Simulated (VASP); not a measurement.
# TaO5 (P6/mmm) in VASP: single point with PBE

Aim: the single point of TaO5 with PBE.

All numbers are computed with VASP 6.6.1; they aren't measurements. Logs are shortened: lines on timing, memory, paths and dates and some standing lists are left out, and cuts for length are marked.

## (1) The cell of the first run

The structure is hexagonal, space group P6/mmm (No. 191). The conventional cell has a = 3.495 Å, b = 3.495 Å, c = 8.859 Å, α = 90.00°, β = 90.00°, γ = 120.00°. Within 2.4 Å of Ta (site symmetry 6/mmm) lie 2 O at 1.81 Å. Within 2.4 Å of O (site symmetry 6mm) lie 1 Ta at 1.81 Å. Within 2.3 Å of O (site symmetry mmm) lie 4 O at 1.75 Å.

The cell was generated, and may not be a known phase.

## (2) Single point, PBE

INCAR

```
PREC = Accurate
ENCUT = 700
EDIFF = 1E-6
ISMEAR = 0
SIGMA = 0.1
LREAL = F
LASPH = T
NELM = 120
ALGO = Normal
ISIF = 2
LWAVE = F
LCHARG = F
GGA = PE
NBANDS = 30
GGA_COMPAT = F
```

KPOINTS

```
Automatic mesh
0
Gamma
  12 12 6
```

POSCAR

```
TaO5
1.0
    3.4951621034      0.0000000000      0.0000000000
   -1.7475810517      3.0268991719      0.0000000000
    0.0000000000      0.0000000000      8.8590644173
Ta O
1 5
Direct
    0.0000000000      0.0000000000      0.0000000000
    0.0000000000      0.0000000000      0.2047795681
    0.0000000000      0.0000000000      0.7952204319
    0.5000000000      0.0000000000      0.5000000000
    0.0000000000      0.5000000000      0.5000000000
    0.5000000000      0.5000000000      0.5000000000
```

Potentials or basis: VASP PAW PBE potentials, release 64 (Ta_sv_GW, O).

Launch:

```sh
$ cat potpaw_PBE.64/Ta_sv_GW/POTCAR potpaw_PBE.64/O/POTCAR > POTCAR
$ mpirun -np 1 vasp_std > vasp.out
```

OUTCAR:

```text
PREC = Accurate
   ENCUT = 700
   EDIFF = 1E-6
   ISMEAR = 0
   LREAL = F
   LASPH = T
   NELM = 120
   ISIF = 2
   GGA = PE

 ion  position               nearest neighbor table
   1  0.000  0.000  0.000-   2 1.81   3 1.81
   2  0.000  0.000  0.205-   1 1.81
   3  0.000  0.000  0.795-   1 1.81
   4  0.500  0.000  0.500-   5 1.75   6 1.75   6 1.75   5 1.75
   5  0.000  0.500  0.500-   6 1.75   6 1.75   4 1.75   4 1.75
   6  0.500  0.500  0.500-   5 1.75   5 1.75   4 1.75   4 1.75

  LATTYP: Found a hexagonal cell.
 ALAT       =     3.4951621034
 C/A-ratio  =     2.5346648182

  Lattice vectors:

 A1 = (   3.4951621034,   0.0000000000,   0.0000000000)
 A2 = (  -1.7475810517,   3.0268991719,   0.0000000000)
 A3 = (   0.0000000000,   0.0000000000,   8.8590644173)

Analysis of symmetry for initial positions (statically):
=====================================================================
 Subroutine PRICEL returns:
 Original cell was already a primitive cell.

 Routine SETGRP: Setting up the symmetry group for a
 hexagonal supercell.

 Subroutine GETGRP returns: Found 24 space group operations
 (whereof 24 operations were pure point group operations)
 out of a pool of 24 trial point group operations.

The static configuration has the point symmetry D_6h.

Analysis of symmetry for dynamics (positions and initial velocities):
=====================================================================
 Subroutine PRICEL returns:
 Original cell was already a primitive cell.

 Routine SETGRP: Setting up the symmetry group for a
 hexagonal supercell.

 Subroutine GETGRP returns: Found 24 space group operations
 (whereof 24 operations were pure point group operations)
 out of a pool of 24 trial point group operations.

The dynamic configuration has the point symmetry D_6h.

 Subroutine INISYM returns: Found 24 space group operations
 (whereof 24 operations are pure point group operations),
 and found     1 'primitive' translations

----------------------------------------------------------------------------------------

                                     Primitive cell

  volume of cell :      93.7245

  direct lattice vectors                    reciprocal lattice vectors
     3.495162103  0.000000000  0.000000000     0.286109763  0.165185549  0.000000000
    -1.747581052  3.026899172  0.000000000     0.000000000  0.330371097  0.000000000
[... 96 lines left out ...]
   NSW    =      0    number of steps for IOM
   IBRION =     -1    ionic relax: 0-MD 1-quasi-New 2-CG
   NFREE  =      0    steps in history (QN), initial steepest desc. (CG)
   ISIF   =      2    stress and relaxation
   ISYM   =      2    0-nonsym 1-usesym 2-fastsym
   POTIM  = 0.5000    time-step for ionic-motion
   TEBEG  =    0.0;   TEEND  =   0.0 temperature during run
   PSTRESS=    0.0 pullay stress
   NELECT =      43.0000    total number of electrons
   NUPDOWN=      -1.0000    fix difference up-down
   EMIN   =  10.00;   EMAX   =-10.00  energy-range for DOS
   EFERMI =   0.00;   METHOD = LEGACY
   ISMEAR =     0;   SIGMA  =   0.10  broadening in eV -4-tet -1-fermi 0-gaus
   EFERMI_NEDOS =   21; number of points for ismear=-14 and -15
   IALGO  =     38    algorithm
   IMIX   =      4    mixing-type and parameters
     AMIX     =   0.40;   BMIX     =  1.00
     AMIX_MAG =   1.60;   BMIX_MAG =  1.00
  volume/ion in A,a.u.               =      15.62       105.41
  Fermi-wavevector in a.u.,A,eV,Ry     =   1.262641  2.386046 21.691260  1.594263
  Thomas-Fermi vector in A             =   2.396039
   LORBIT       =      0    0 simple, 1 ext, 2 COOP (PROOUT), +10 PAW based schemes
   GGA     = PE    functional components
   LHFCALC =     F    Hartree Fock is set to
   AEXX    =    0.0000 exact exchange contribution
   IVDW    =     0    specifies the selected vdW correction
   LEPSILON=     F    determine dielectric tensor
   LRPA    =     F    only Hartree local field effects (RPA)
 non-spin polarized calculation
 Gauss-broadening in eV      SIGMA  =   0.10
  energy-cutoff  :      700.00
  volume of cell :       93.72
 maximum number of plane-waves:      3974
   NGX = 15   NGY = 15   NGZ = 39

 number of electron      43.0000012 magnetization

 Free energy of the ion-electron system (eV)
  ---------------------------------------------------
  ext. energy  EPLUGINS =         0.00000000
  ---------------------------------------------------
  free energy    TOTEN  =       -34.27274968 eV

  energy without entropy =      -34.21637266  energy(sigma->0) =      -34.24456117

 E-fermi :  -0.0637     XC(G=0):  -9.1340

 val. band max:       -0.0660981402   @ k =   0.1667   0.0000   0.1667
 cond. band min:      -0.0634104539   @ k =   0.2500   0.1667   0.3333
 fundamental gap:      0.0026876863
 Fermi energy:        -0.0636962907

 k-point     1 :       0.0000    0.0000    0.0000
  band No.  band energies     occupation
      1     -67.9855      2.00000
      2     -34.4712      2.00000
      3     -34.4712      2.00000
      4     -34.4459      2.00000
      5     -22.7970      2.00000
      6     -16.8065      2.00000
[... 781 lines left out ...]
     29       5.3101      0.00000
     30       8.5006      0.00000

 [... further k-points ...]

------------------------ aborting loop because EDIFF is reached ----------------------------------------

  FORCE on cell =-STRESS in cart. coord.  units (eV):
  Direction    XX          YY          ZZ          XY          YZ          ZX
  --------------------------------------------------------------------------------------
  -------------------------------------------------------------------------------------
  Total       -0.1421874     -0.1421874      0.2849172      0.0000000     -0.0000000     -0.0000000
  in kB       -2.4306280     -2.4306280      4.8705280      0.0000000     -0.0000000     -0.0000000
  external PRESSURE =       0.0030907 kB  Pullay stress =       0.0000000 kB

 VOLUME and BASIS-vectors are now :
 -----------------------------------------------------------------------------
  energy-cutoff  :      700.00
  volume of cell :       93.72
      direct lattice vectors                 reciprocal lattice vectors
     3.495162103  0.000000000  0.000000000     0.286109763  0.165185549  0.000000000
    -1.747581052  3.026899172  0.000000000     0.000000000  0.330371097  0.000000000
     0.000000000  0.000000000  8.859064417     0.000000000  0.000000000  0.112878737

 POSITION                                       TOTAL-FORCE (eV/Angst)
 -----------------------------------------------------------------------------------
      0.00000      0.00000      0.00000        -0.000000      0.000000      0.000000
      0.00000      0.00000      1.81416         0.000000      0.000000      0.136177
      0.00000      0.00000      7.04491         0.000000     -0.000000     -0.136177
      1.74758      0.00000      4.42953        -0.000000      0.000000      0.000000
     -0.87379      1.51345      4.42953        -0.000000      0.000000      0.000000
      0.87379      1.51345      4.42953        -0.000000      0.000000      0.000000
 -----------------------------------------------------------------------------------
    total drift:                               -0.000000      0.000000      0.000000

  FREE ENERGIE OF THE ION-ELECTRON SYSTEM (eV)
  ---------------------------------------------------
  free  energy   TOTEN  =       -34.2727496821 eV

  energy  without entropy=      -34.2163726639  energy(sigma->0) =      -34.24456117
```

It took 8.3 min on 1 thread of Intel Xeon Platinum 8488C (Sapphire Rapids), shared host; peak memory 0.45 GiB.

Results:

- Free energy: -34.2727 eV
- Pressure: 0.0 GPa
- Largest force: 0.136 eV/Å
- Band gap on the k mesh: zero (an odd number of electrons rules out a gap without spin polarisation)

Forces on the atoms (eV/Å):
```
Ta   0.000  0.000  0.000
O    0.000  0.000  0.136
O    0.000  0.000 -0.136
O    0.000  0.000  0.000
O    0.000  0.000  0.000
O    0.000  0.000  0.000
```

Stress tensor (GPa, compression positive):
```
-0.24  0.00  0.00
 0.00 -0.24  0.00
 0.00  0.00  0.49
```

Levels at points of the mesh, in eV from the Fermi level:
```
           k point  band 17  band 18  band 19  band 20  band 21  band 22  band 23  band 24  band 25  band 26
(0.00, 0.00, 0.00)    -1.78    -0.36    -0.36    -0.13     0.02     0.02     1.04     1.04     3.65     5.06
(0.50, 0.00, 0.00)    -1.33    -1.26    -1.21    -1.07    -1.06    -0.58    -0.10    -0.01     3.50     3.54
(0.00, 0.00, 0.50)    -1.78    -0.37    -0.37    -0.29     0.02     0.02     1.04     1.04     3.65     5.06
(0.50, 0.00, 0.50)    -1.38    -1.25    -1.22    -1.07    -1.06    -0.66    -0.05    -0.04     3.50     3.55
```

Caveat: spin-orbit coupling is left out, which moves the levels of the heavy elements; an odd number of electrons without spin polarisation forces a metal; a magnetic or distorted state may lie lower.
